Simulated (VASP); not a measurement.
# CoO (R3m) in VASP: single point with PBEsol

Aim: the single point of CoO with PBEsol.

Program: VASP 6.6.1. These are calculated values, not measurements. Logs are shortened: lines on timing, memory, paths and dates and some standing lists are left out, and cuts for length are marked.

### 1 The cell of the first run

The structure is trigonal, space group R3m (No. 160). The conventional cell has a = 3.130 Å, b = 3.130 Å, c = 14.816 Å, α = 90.00°, β = 90.00°, γ = 120.00°. Co (site symmetry 3m) has 4 O at 1.88 Å within 2.5 Å. Within 2.5 Å of Co (site symmetry 3m) lie 4 O at 1.85 to 1.93 Å. Within 2.5 Å of O (site symmetry 3m) lie 4 Co at 1.85 to 1.88 Å. Within 2.5 Å of O (site symmetry 3m) lie 4 Co at 1.88 to 1.93 Å.

### 2 Single point, PBEsol, collinear spin, antiferromagnetic start

Contents of INCAR:

```
SYSTEM = CoO
PREC     = Accurate       ! precision mode
ENCUT    = 600            ! plane-wave cutoff, eV
EDIFF    = 1E-6           ! SCF threshold, eV
ISMEAR   = 0              ! smearing method
SIGMA    = 0.1            ! smearing width, eV
LREAL    = .FALSE.        ! projectors in reciprocal space
LASPH    = .TRUE.         ! aspherical terms in the spheres
NELM     = 200            ! most SCF steps
ALGO     = Normal         ! electronic algorithm
ISIF     = 2              ! what is computed and relaxed
LWAVE    = .FALSE.        ! write WAVECAR
LCHARG   = .FALSE.        ! write CHGCAR
ISPIN    = 2              ! spin polarisation
MAGMOM   = -2.21 2.21 -0.16 0.16 ! initial moments
LORBIT   = 11             ! projections on sites
LMAXMIX  = 4              ! l up to which the mixer works
GGA      = PS             ! functional
NBANDS   = 35             ! bands
GGA_COMPAT= .FALSE.
```

Contents of KPOINTS:

```
Automatic mesh
0
G
  6 6 6
  0 0 0
```

Contents of POSCAR:

```
CoO
1.0
    1.5651666427      0.9036493825      4.9385349642
   -1.5651666427      0.9036493825      4.9385349642
    0.0000000000     -1.8072987650      4.9385349642
Co O
2 2
Direct
    1.0039664447      1.0039664447      1.0039664447
    0.4970677035      0.4970677035      0.4970677035
    0.3719383118      0.3719383118      0.3719383118
    0.8770268900      0.8770268900      0.8770268900
```

Potentials or basis: VASP PAW PBE potentials, release 64 (Co_sv, O).

Started as:

```bash
cat potpaw_PBE.64/Co_sv/POTCAR potpaw_PBE.64/O/POTCAR > POTCAR
mpirun -np 1 vasp_std > vasp.out
```

OUTCAR:

```text
SYSTEM = CoO
   PREC = Accurate
   ENCUT = 600
   EDIFF = 1E-6
   ISMEAR = 0
   LREAL = .FALSE.
   LASPH = .TRUE.
   NELM = 200
   ISIF = 2
   ISPIN = 2
   LORBIT = 11
   GGA = PS

 ion  position               nearest neighbor table
   1  0.004  0.004  0.004-   3 1.88   3 1.88   3 1.88   4 1.88
   2  0.497  0.497  0.497-   3 1.85   4 1.93   4 1.93   4 1.93
   3  0.372  0.372  0.372-   2 1.85   1 1.88   1 1.88   1 1.88
   4  0.877  0.877  0.877-   1 1.88   2 1.93   2 1.93   2 1.93

  LATTYP: Found a trigonal (rhomboedric) cell.
 ALAT       =     5.2588455405
 COS(alpha) =     0.8228380988

  Lattice vectors:

 A1 = (   1.5651666427,   0.9036493825,   4.9385349642)
 A2 = (  -1.5651666427,   0.9036493825,   4.9385349642)
 A3 = (   0.0000000000,  -1.8072987650,   4.9385349642)

Analysis of symmetry for initial positions (statically):
=====================================================================
 Subroutine PRICEL returns:
 Original cell was already a primitive cell.

 Routine SETGRP: Setting up the symmetry group for a
 trigonal (rhombohedral) supercell.

 Subroutine GETGRP returns: Found  6 space group operations
 (whereof  6 operations were pure point group operations)
 out of a pool of 12 trial point group operations.

The static configuration has the point symmetry C_3v.

Analysis of symmetry for dynamics (positions and initial velocities):
=====================================================================
 Subroutine PRICEL returns:
 Original cell was already a primitive cell.

 Routine SETGRP: Setting up the symmetry group for a
 trigonal (rhombohedral) supercell.

 Subroutine GETGRP returns: Found  6 space group operations
 (whereof  6 operations were pure point group operations)
 out of a pool of 12 trial point group operations.

The dynamic configuration has the point symmetry C_3v.

Analysis of structural, dynamic, and magnetic symmetry:
=====================================================================
 Subroutine PRICEL returns:
 Original cell was already a primitive cell.

 Routine SETGRP: Setting up the symmetry group for a
 trigonal (rhombohedral) supercell.

 Subroutine GETGRP returns: Found  6 space group operations
 (whereof  6 operations were pure point group operations)
 out of a pool of 12 trial point group operations.

The overall configuration has the point symmetry C_3v.

 Subroutine INISYM returns: Found  6 space group operations
 (whereof  6 operations are pure point group operations),
 and found     1 'primitive' translations

----------------------------------------------------------------------------------------

                                     Primitive cell

  volume of cell :      41.9093

  direct lattice vectors                    reciprocal lattice vectors
     1.565166643  0.903649383  4.938534964     0.319454802  0.184437316  0.067496400
    -1.565166643  0.903649383  4.938534964    -0.319454802  0.184437316  0.067496400
     0.000000000 -1.807298765  4.938534964     0.000000000 -0.368874632  0.067496400

  length of vectors
     5.258845540  5.258845540  5.258845540     0.374999011  0.374999011  0.374999011

  position of ions in fractional coordinates (direct lattice)
     0.003966445  0.003966445  0.003966445
     0.497067704  0.497067704  0.497067704
     0.371938312  0.371938312  0.371938312
     0.877026890  0.877026890  0.877026890

  ion indices of the primitive-cell ions
   primitive index   ion index
                 1           1
                 2           2
                 3           3
                 4           4

----------------------------------------------------------------------------------------

 KPOINTS: Automatic mesh

Automatic generation of k-mesh.
 Grid dimensions read from file:
 generate k-points for:    6    6    6

 Generating k-lattice:

  Cartesian coordinates                     Fractional coordinates (reciprocal lattice)
     0.053242467  0.030739553  0.011249400     0.166666667  0.000000000  0.000000000
    -0.053242467  0.030739553  0.011249400     0.000000000  0.166666667  0.000000000
     0.000000000 -0.061479105  0.011249400     0.000000000  0.000000000  0.166666667

  Length of vectors
     0.062499835  0.062499835  0.062499835

  Shift w.r.t. Gamma in fractional coordinates (k-lattice)
     0.000000000  0.000000000  0.000000000

 Subroutine IBZKPT returns following result:
 ===========================================

 Found     32 irreducible k-points:

 Following reciprocal coordinates:
            Coordinates               Weight
  0.000000  0.000000  0.000000      1.000000
  0.166667  0.000000  0.000000      6.000000
  0.333333 -0.000000  0.000000      6.000000
  0.500000  0.000000  0.000000      3.000000
  0.166667  0.166667  0.000000      6.000000
  0.333333  0.166667  0.000000     12.000000
[... 16 lines left out ...]
  0.500000  0.500000  0.166667      6.000000
 -0.333333  0.500000  0.166667     12.000000
 [... further k-points ...]
   k-points           NKPTS =     32   k-points in BZ     NKDIM =     32   number of bands    NBANDS=     35
   number of dos      NEDOS =    301   number of ions     NIONS =      4
   total plane-waves  NPLWV =  74088
   dimension x,y,z NGX =    42 NGY =   42 NGZ =   42
   dimension x,y,z NGXF=    84 NGYF=   84 NGZF=   84
   ions per type =               2   2
   NGX,Y,Z   is equivalent  to a cutoff of  13.28, 13.28, 13.28 a.u.
   NGXF,Y,Z  is equivalent  to a cutoff of  26.55, 26.55, 26.55 a.u.
 SYSTEM =  CoO
   PREC   = accura    normal or accurate (medium, high low for compatibility)
   ISTART =      0    job   : 0-new  1-cont  2-samecut
   ICHARG =      2    charge: 1-file 2-atom 10-const
   ISPIN  =      2    spin polarized calculation?
   LNONCOLLINEAR =      F non collinear calculations
   LSORBIT =      F    spin-orbit coupling
   LASPH  =      T    aspherical Exc in radial PAW
   ENCUT  =  600.0 eV  44.10 Ry    6.64 a.u.  10.50 10.50 10.50*2*pi/ulx,y,z
   NELM   =    200;   NELMIN=  2; NELMDL= -5     # of ELM steps
   EDIFF  = 0.1E-05   stopping-criterion for ELM
   LREAL  =      F    real-space projection
   EDIFFG = 0.1E-04   stopping-criterion for IOM
   NSW    =      0    number of steps for IOM
   IBRION =     -1    ionic relax: 0-MD 1-quasi-New 2-CG
   NFREE  =      0    steps in history (QN), initial steepest desc. (CG)
   ISIF   =      2    stress and relaxation
   ISYM   =      2    0-nonsym 1-usesym 2-fastsym
   POTIM  = 0.5000    time-step for ionic-motion
   TEBEG  =    0.0;   TEEND  =   0.0 temperature during run
   PSTRESS=    0.0 pullay stress
   NELECT =      46.0000    total number of electrons
   NUPDOWN=      -1.0000    fix difference up-down
   EMIN   =  10.00;   EMAX   =-10.00  energy-range for DOS
   EFERMI =   0.00;   METHOD = LEGACY
   ISMEAR =     0;   SIGMA  =   0.10  broadening in eV -4-tet -1-fermi 0-gaus
   EFERMI_NEDOS =   21; number of points for ismear=-14 and -15
   IALGO  =     38    algorithm
   IMIX   =      4    mixing-type and parameters
     AMIX     =   0.40;   BMIX     =  1.00
     AMIX_MAG =   1.60;   BMIX_MAG =  1.00
  volume/ion in A,a.u.               =      10.48        70.70
  Fermi-wavevector in a.u.,A,eV,Ry     =   1.688719  3.191217 38.800726  2.851773
  Thomas-Fermi vector in A             =   2.770975
   LORBIT       =     11    0 simple, 1 ext, 2 COOP (PROOUT), +10 PAW based schemes
   GGA     = PS    functional components
   LHFCALC =     F    Hartree Fock is set to
   AEXX    =    0.0000 exact exchange contribution
   IVDW    =     0    specifies the selected vdW correction
   LEPSILON=     F    determine dielectric tensor
   LRPA    =     F    only Hartree local field effects (RPA)
 spin polarized calculation
 Gauss-broadening in eV      SIGMA  =   0.10
  energy-cutoff  :      600.00
  volume of cell :       41.91
 maximum number of plane-waves:      1417
   NGX = 21   NGY = 21   NGZ = 21

 number of electron      46.0000000 magnetization      -0.0000000

 number of electron      45.9999995 magnetization       0.4191807

 Free energy of the ion-electron system (eV)
  ---------------------------------------------------
  ext. energy  EPLUGINS =         0.00000000
  ---------------------------------------------------
  free energy    TOTEN  =       -28.84388752 eV

  energy without entropy =      -28.83013347  energy(sigma->0) =      -28.83701050

 E-fermi :   8.0000     XC(G=0): -12.2423

 val. band max:        7.9986770598   @ k =   0.3333   0.1667   0.1667
 cond. band min:       8.0151054912   @ k =   0.5000   0.1667   0.0000
 fundamental gap:      0.0164284313
 Fermi energy:         7.9999806191

 spin component 1

 k-point     1 :       0.0000    0.0000    0.0000
  band No.  band energies     occupation
      1     -88.3324      1.00000
      2     -86.0539      1.00000
      3     -51.9627      1.00000
      4     -51.6289      1.00000
      5     -51.6289      1.00000
      6     -49.6118      1.00000
[... 27 lines left out ...]
     34      23.5517      0.00000
     35      25.9482      0.00000
[... 843 lines left out ...]
      5     -51.6364      1.00000
      6     -49.6087      1.00000
[... 27 lines left out ...]
     34      23.0407      0.00000
     35      23.5895      0.00000

 [... further k-points ...]

 spin component 2

 k-point     1 :       0.0000    0.0000    0.0000
  band No.  band energies     occupation
      1     -88.0863      1.00000
      2     -85.8874      1.00000
      3     -51.5316      1.00000
      4     -51.4908      1.00000
      5     -51.4908      1.00000
      6     -49.5172      1.00000
[... 27 lines left out ...]
     34      23.5631      0.00000
     35      25.9423      0.00000
[... 843 lines left out ...]
      5     -51.4993      1.00000
      6     -49.5142      1.00000
[... 27 lines left out ...]
     34      23.0537      0.00000
     35      23.5761      0.00000

 [... further k-points ...]

------------------------ aborting loop because EDIFF is reached ----------------------------------------

  FORCE on cell =-STRESS in cart. coord.  units (eV):
  Direction    XX          YY          ZZ          XY          YZ          ZX
  --------------------------------------------------------------------------------------
  -------------------------------------------------------------------------------------
  Total       -0.6847480     -0.6847480     -0.6820527     -0.0000000      0.0000000     -0.0000000
  in kB      -26.1776977    -26.1776977    -26.0746549     -0.0000000      0.0000000     -0.0000000
  external PRESSURE =     -26.1433501 kB  Pullay stress =       0.0000000 kB

 VOLUME and BASIS-vectors are now :
 -----------------------------------------------------------------------------
  energy-cutoff  :      600.00
  volume of cell :       41.91
      direct lattice vectors                 reciprocal lattice vectors
     1.565166643  0.903649383  4.938534964     0.319454802  0.184437316  0.067496400
    -1.565166643  0.903649383  4.938534964    -0.319454802  0.184437316  0.067496400
     0.000000000 -1.807298765  4.938534964     0.000000000 -0.368874632  0.067496400

 POSITION                                       TOTAL-FORCE (eV/Angst)
 -----------------------------------------------------------------------------------
      0.00000      0.00000      0.05877         0.000000      0.000000     -0.006730
      0.00000      0.00000      7.36436         0.000000      0.000000      0.008330
      0.00000      0.00000      5.51049         0.000000     -0.000000      0.000707
      0.00000      0.00000     12.99368         0.000000     -0.000000     -0.002306
 -----------------------------------------------------------------------------------
    total drift:                                0.000000     -0.000000      0.002553

  FREE ENERGIE OF THE ION-ELECTRON SYSTEM (eV)
  ---------------------------------------------------
  free  energy   TOTEN  =       -28.8438875199 eV

  energy  without entropy=      -28.8301334711  energy(sigma->0) =      -28.83701050

 total charge

# of ion       s       p       d       tot
------------------------------------------
    1        2.183   6.111   6.735  15.029
    2        2.178   6.101   6.708  14.987
    3        1.548   3.454   0.000   5.002
    4        1.546   3.433   0.000   4.979
--------------------------------------------------
tot          7.455  19.100  13.443  39.997

 magnetization (x)

# of ion       s       p       d       tot
------------------------------------------
    1       -0.006  -0.018  -1.661  -1.686
    2        0.006   0.020   1.993   2.019
    3       -0.010  -0.079   0.000  -0.088
    4        0.011   0.143   0.000   0.154
--------------------------------------------------
tot          0.002   0.066   0.332   0.400
```

It took 2.9 min on 1 thread of Intel Xeon 6975P-C (Granite Rapids), shared host; peak memory 0.36 GiB.

What came out:

| Quantity | Value |
| --- | --- |
| Free energy | -28.8439 eV |
| Pressure | -2.6 GPa |
| Largest force | 0.008 eV/Å |
| Net moment | 0.42 μB per cell |
| Site moments | Co -1.69, +2.02; O -0.09, +0.15 μB |
| Valence electrons inside the program's atomic spheres | Co 15.03, 14.99; O 5.00, 4.98 |

Forces in eV/Å, atoms in the order of the input:
```
Co   0.000  0.000 -0.007
Co   0.000  0.000  0.008
O    0.000  0.000  0.001
O    0.000  0.000 -0.002
```

Caveat: the k points lie up to 0.39 Å⁻¹ apart; the PAW data sets were made with another functional, which shifts forces and pressure a little; semilocal functionals often make such compounds metallic where correlation or magnetic order opens a gap, which also shifts bond lengths. With open d or f shells a metallic result of PBEsol can be an artefact of self-interaction; +U or a hybrid may open a gap.
